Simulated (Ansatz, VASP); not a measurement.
# PbSe in VASP and in Ansatz

INCAR

```
PREC     = Accurate       # precision mode
ENCUT    = 520            # plane-wave cutoff, eV
EDIFF    = 1E-7           # SCF threshold, eV
ISMEAR   = -1             # smearing method
SIGMA    = 0.08           # smearing width, eV
LREAL    = F              # projectors in reciprocal space
LASPH    = T              # aspherical terms in the spheres
NELM     = 60             # most SCF steps
ALGO     = Normal         # electronic algorithm
ISIF     = 2              # what is computed and relaxed
LWAVE    = F              # write WAVECAR
LCHARG   = F              # write CHGCAR
GGA      = PE             # functional
NBANDS   = 17             # bands
```

File KPOINTS:

```
regular mesh
0
Gamma
  11 11 11
```

File POSCAR:

```
PbSe
1.0
    0.0000000000      3.4503592439      3.4503592439
    3.4503592439      0.0000000000      3.4503592439
    3.4503592439      3.4503592439      0.0000000000
Pb Se
1 1
Direct
   -0.0115929957      0.0115929957      0.0115929957
    0.2500000000      0.2500000000      0.2500000000
```

Input for Ansatz:

```yaml
crystal:
  lattice:
    - [0.0, 3.4503592439, 3.4503592439]
    - [3.4503592439, 0.0, 3.4503592439]
    - [3.4503592439, 3.4503592439, 0.0]
  atoms:
    - { symbol: Pb, position: [-0.0115929957, 0.0115929957, 0.0115929957] }
    - { symbol: Se, position: [0.25, 0.25, 0.25] }
kpoints:
  mp_grid: { grid: [11, 11, 11] }
scf:
  occupations: { method: fermi_dirac, width: 0.08 }
hamiltonian:
  xc: pbe
  pseudopotentials: { kind: all_electron, lapw: { basis_error: 0.00025 } }
output:
  forces: true
  stress: true
  eigenvalues: true
```

Alike in both runs: task single point; functional PBE; k mesh 11 × 11 × 11; occupations fermi-dirac, width 0.08 eV; no spin polarisation.

|  | VASP | Ansatz |
| --- | --- | --- |
| version | VASP 6.6.1 | Ansatz 0.2.0 |
| potentials or method | VASP PAW PBE potentials, release 64 (Pb_d, Se), cutoff 520 eV | all-electron LAPW, scalar-relativistic |

|  | VASP | Ansatz | Ansatz less VASP |
| --- | --- | --- | --- |
| pressure (GPa) | 0.0 | 0.0 | +0.02 |
| traceless stress, the component that is largest in VASP (GPa) | 0.58 | 0.57 | -0.007 |
| rms of the force components (eV/Å) | 0.134 | 0.133 | -0.0011 |

Atom by atom the forces differ by 0.001 eV/Å (rms over components). Ansatz ran all-electron here, and VASP with PAW potentials.

Neither program's run includes spin-orbit coupling.
